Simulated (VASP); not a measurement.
A run of VASP 6.6.1:

File INCAR:

```
SYSTEM = Ru
ALGO     = Fast           ! electronic algorithm
EDIFF    = 1E-6           ! SCF threshold, eV
ENCUT    = 520            ! plane-wave cutoff, eV
GGA      = PS             ! functional
ISIF     = 2              ! what is computed and relaxed
ISMEAR   = 0              ! smearing method
LASPH    = .TRUE.         ! aspherical terms in the spheres
LCHARG   = .FALSE.        ! write CHGCAR
LREAL    = .FALSE.        ! projectors in reciprocal space
LWAVE    = .FALSE.        ! write WAVECAR
NBANDS   = 21             ! bands
NELM     = 60             ! most SCF steps
PREC     = Accurate       ! precision mode
SIGMA    = 0.15           ! smearing width, eV
```

Contents of KPOINTS:

```
k-points
0
G
  24 24 12
  0 0 0
```

Contents of POSCAR:

```
Ru
1.0
    2.7869733142      0.0000000000      0.0000000000
   -1.3934866571      2.4135896898      0.0000000000
    0.0000000000      0.0000000000      4.4103570000
Ru
2
Direct
    0.3333333333      0.6666666667      0.2500000000
    0.6666666667      0.3333333333      0.7500000000
```

Potentials or basis: VASP PAW PBE potentials, release 64 (Ru_pv).

The run is started by

```console
$ cat potpaw_PBE.64/Ru_pv/POTCAR > POTCAR
$ mpirun -np 1 vasp_std > vasp.out
```

Hardware: 1 thread of Intel(R) Xeon(R) Platinum 8488C (Sapphire Rapids), on a shared host.

How long does it take, and how much memory?

It took 3.1 min on 1 thread of Intel(R) Xeon(R) Platinum 8488C (Sapphire Rapids) (shared host), peak memory 0.32 GiB. Counts: scf iterations 12, k points 427.
